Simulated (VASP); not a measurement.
Al:

```
Al
1.0
     0.00000    2.02481    2.02481
     2.02481    0.00000    2.02481
     2.02481    2.02481    0.00000
Al
1
Cartesian
  0.0000 0.0000 0.0000
```

Base run:

| Item | Value |
| --- | --- |
| Program | VASP 6.6.1 |
| Functional | PBE exchange alone |
| Potentials or basis | VASP PAW PBE potentials, release 64 (Al) |
| Cutoff | 520 eV |
| k mesh | 11 × 11 × 11 |
| Occupations | fermi-dirac, width 0.05 eV |
| Spin | no spin polarisation |

Its results: pressure 9.2 GPa.

**Question.** The run is repeated on the same cell with these changes: functional from PBE exchange alone to SVWN5. What comes out?

**Answer.** Pressure -3.3 GPa.

Caveats: the PAW data sets were made with another functional, which shifts forces and pressure a little (some runs).
